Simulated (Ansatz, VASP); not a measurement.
## B8As7: VASP beside Ansatz

```
B As
1.0
     0.00000    4.77700    4.77700
     4.77700    0.00000    4.77700
     4.77700    4.77700    0.00000
B As
8 7
Direct
  0.98821 0.98821 0.98821
  0.98821 0.98821 0.53536
  0.98821 0.53536 0.98821
  0.99858 0.50047 0.50047
  0.53536 0.98821 0.98821
  0.50047 0.99858 0.50047
  0.50047 0.50047 0.99858
  0.50047 0.50047 0.50047
  0.12672 0.12672 0.62328
  0.12672 0.62328 0.12672
  0.12672 0.62328 0.62328
  0.62328 0.12672 0.12672
  0.62328 0.12672 0.62328
  0.62328 0.62328 0.12672
  0.62500 0.62500 0.62500
```

Alike in both runs: functional PBEsol; k mesh 2 × 2 × 2; occupations fermi-dirac, width 0.05 eV; no spin polarisation.

Ansatz relaxed the structure, and its values are those at the end. VASP's run is a single point on that final structure, the one shown.

|  | VASP | Ansatz |
| --- | --- | --- |
| version | VASP 6.6.1 | Ansatz 0.2.0 |
| potentials or method | VASP PAW PBE potentials, release 64 (B, As), cutoff 420 eV | plane waves, PAW |
| valence electrons in the cell | 59 | 129 |

```tsv
	VASP	Ansatz	Ansatz less VASP
gap on the k mesh at the Fermi level (eV)	none	none	-
rms of the force components (eV/Å)	0.017	0.003	-0.0138
```

VASP's potentials were made for PBE, not for PBEsol. A gap of «none» marks a metal or a gap that the smearing closes. The functional is the same, so the differences come from potentials, cutoffs and numerics. VASP's potentials hold 59 valence electrons a cell and Ansatz's 129, so a difference there can come from the potentials and not from the codes.

The k mesh is coarse, so the values compare programs but aren't converged.
